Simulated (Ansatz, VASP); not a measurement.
ZnAu: VASP beside Ansatz

Contents of INCAR:

```
SYSTEM = ZnAu
PREC = Accurate ; ENCUT = 520
EDIFF = 1E-7 ; ISMEAR = -1
SIGMA = 0.05 ; LREAL = .False.
LASPH = .True. ; NELM = 60
ALGO = Normal ; ISIF = 2
LWAVE = .False. ; LCHARG = .False.
GGA = PS ; NBANDS = 18
```

KPOINTS

```
Automatic mesh
0
Gamma
  10 10 10
  0 0 0
```

Contents of POSCAR:

```
ZnAu
1.0
    3.1470000000      0.0000000000      0.0000000000
    0.0000000000      3.1470000000      0.0000000000
    0.0000000000      0.0000000000      3.1470000000
Zn Au
1 1
Direct
    0.4400000000      0.4400000000      0.4400000000
    0.0600000000      0.0600000000      0.0600000000
```

Input for Ansatz:

```yaml
crystal:
  lattice:
    - [3.147, 0.0, 0.0]
    - [0.0, 3.147, 0.0]
    - [0.0, 0.0, 3.147]
  atoms:
    - { symbol: Zn, position: [0.44, 0.44, 0.44] }
    - { symbol: Au, position: [0.06, 0.06, 0.06] }
kpoints:
  mp_grid: { grid: [10, 10, 10] }
scf:
  occupations: { method: fermi_dirac, width: 0.05 }
hamiltonian:
  xc: pbesol
  pseudopotentials: { kind: paw }
output:
  forces: true
  stress: true
  eigenvalues: true
  populations: true
```

Change from the starting cell: shortest bond scaled by 0.76, PAW files.

Alike in both runs: task single point; functional PBEsol; k mesh 10 × 10 × 10; occupations fermi-dirac, width 0.05 eV; no spin polarisation.

|  | VASP | Ansatz |
| --- | --- | --- |
| version | VASP 6.6.1 | Ansatz 0.2.0 |
| potentials or method | VASP PAW PBE potentials, release 64 (Zn, Au) | PAW with Ansatz's default frozen-core files, scalar-relativistic |
| plane-wave cutoff (eV) | 520 | 420 |
| valence electrons in the cell | 23 | 31 |

```tsv
	VASP	Ansatz	Ansatz less VASP
pressure (GPa)	28.5	28.1	-0.41
traceless stress, the component that is largest in VASP (GPa)	24.70	24.47	-0.227
rms of the force components (eV/Å)	4.553	4.505	-0.0475
```

VASP's potentials were made for PBE, not for PBEsol. Atom by atom the forces differ by 0.048 eV/Å (rms over components). Both programs put the cell under a high pressure, so it lies far from rest at this level. VASP's potentials hold 23 valence electrons a cell and Ansatz's 31, so a difference there can come from the potentials and not from the codes.

Neither program's run includes spin-orbit coupling.
